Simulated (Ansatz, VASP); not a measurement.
Bi in VASP and in Ansatz

```
CELL_PARAMETERS angstrom
0.00000 2.47306 2.47306
2.47306 0.00000 2.47306
2.47306 2.47306 0.00000
ATOMIC_POSITIONS crystal
Bi 0.00000 0.00000 0.00000
```

Alike in both runs: functional PBEsol; k mesh 14 × 14 × 14; occupations fermi-dirac, width 0.08 eV; no spin polarisation.

Ansatz relaxed the structure, and its values are those at the end. VASP's run is a single point on that final structure, the one shown.

|  | VASP | Ansatz |
| --- | --- | --- |
| version | VASP 6.6.1 | Ansatz 0.2.0 |
| potentials or method | VASP PAW PBE potentials, release 64 (Bi_d) | PAW with Ansatz's default frozen-core files, scalar-relativistic |
| plane-wave cutoff (eV) | 500 | 420 |
| valence electrons in the cell | 15 | 15 |

|  | VASP | Ansatz | Ansatz less VASP |
| --- | --- | --- | --- |
| pressure (GPa) | 0.0 | 0.0 | +0.05 |

VASP's potentials were made for PBE, not for PBEsol.

Spin-orbit coupling is off throughout.
